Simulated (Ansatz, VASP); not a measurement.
# HfC: VASP beside Ansatz

```xyz
2
Lattice="0.0000 2.1879 2.6255 2.1879 0.0000 2.6255 2.1879 2.1879 0.0000" Properties=species:S:1:pos:R:3 pbc="T T T"
Hf    2.1879    2.1879    2.6255
C     0.0000    0.0000    0.0000
```

Alike in both runs: task single point; functional PBEsol; k mesh 20 × 20 × 20; occupations gaussian, width 0.15 eV; no spin polarisation.

|  | VASP | Ansatz |
| --- | --- | --- |
| version | VASP 6.6.1 | Ansatz 0.2.0 |
| potentials or method | VASP PAW PBE potentials, release 64 (Hf_pv, C), cutoff 520 eV | scalar-relativistic, plane waves, PAW |
| valence electrons in the cell | 14 | 30 |

VASP gave:

```
gap on the k mesh at the Fermi level (eV)                     : none
pressure (GPa)                                                : 8.0
traceless stress, the component that is largest in VASP (GPa) : -40.64
```

Task: What did Ansatz give for the same quantities?

Result: gap on the k mesh at the Fermi level (eV): none; pressure (GPa): 8.0; traceless stress, the component that is largest in VASP (GPa): -39.96.

VASP's potentials were made for PBE, not for PBEsol. A gap of «none» marks a metal or a gap that the smearing closes. With one functional, cell and mesh, what is left measures potentials, basis and numerics. VASP's potentials hold 14 valence electrons a cell and Ansatz's 30, so a difference there can come from the potentials and not from the codes.

Spin-orbit coupling is off throughout.
